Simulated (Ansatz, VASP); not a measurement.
**PbS: VASP beside Ansatz**

The input INCAR:

```
PREC = Accurate
ENCUT = 520
EDIFF = 1E-6
ISMEAR = -1
SIGMA = 0.02
LREAL = F
LASPH = T
NELM = 80
ALGO = Normal
ISIF = 2
LWAVE = F
LCHARG = F
GGA = PE
NBANDS = 17
```

File KPOINTS:

```
Automatic mesh
0
Gamma
  6 6 6
```

Contents of POSCAR:

```
PbS
1.0
   -0.0292686672      3.2717088363      3.2717088363
    3.2717088363     -0.0292686672      3.2717088363
    3.2717088363      3.2717088363     -0.0292686672
Pb S
1 1
Direct
   -0.0008969429     -0.0008969429     -0.0008969429
    0.2508969429      0.2508969429      0.2508969429
```

Input for Ansatz:

```yaml
crystal:
  lattice:
    - [-0.0292686672, 3.2717088363, 3.2717088363]
    - [3.2717088363, -0.0292686672, 3.2717088363]
    - [3.2717088363, 3.2717088363, -0.0292686672]
  atoms:
    - { symbol: Pb, position: [-0.0008969429, -0.0008969429, -0.0008969429] }
    - { symbol: S, position: [0.2508969429, 0.2508969429, 0.2508969429] }
kpoints:
  mp_grid: { grid: [6, 6, 6] }
  band_path:
    path:
      - [0.0, 0.0, 0.0]
      - [-0.5, -0.5, 0.0]
      - [-0.375, -0.375, 0.25]
      - [-0.375, 0.0, 0.375]
      - [0.0, 0.0, 0.5]
      - [-0.5, -0.25, 0.25]
    npoints: 1
hamiltonian:
  xc: pbe
scf:
  occupations: { method: fermi_dirac, width: 0.02 }
  n_extra_bands: 4
output:
  forces: true
  stress: true
  eigenvalues: true
```

Change from the starting cell: shear_111 strain -1.3%.

Alike in both runs: task single point; functional PBE; k mesh 6 × 6 × 6; occupations fermi-dirac, width 0.02 eV; no spin polarisation.

|  | VASP | Ansatz |
| --- | --- | --- |
| version | VASP 6.6.1 | Ansatz 0.2.0 |
| potentials or method | VASP PAW PBE potentials, release 64 (Pb_d, S) | plane waves, PAW |
| plane-wave cutoff (eV) | 520 | 420 |
| valence electrons in the cell | 20 | 20 |

Ansatz gave:

| Quantity | Value |
| --- | --- |
| gap on the k mesh at the Fermi level (eV) | 0.88 |
| pressure (GPa) | 1.3 |
| traceless stress, the component that is largest in VASP (GPa) | -0.07 |

Task: What did VASP give for the same quantities?

Result: gap on the k mesh at the Fermi level (eV): 0.89; pressure (GPa): 1.2; traceless stress, the component that is largest in VASP (GPa): -0.07.

The functional is the same, so the differences come from potentials, cutoffs and numerics.

Spin-orbit coupling is off throughout.
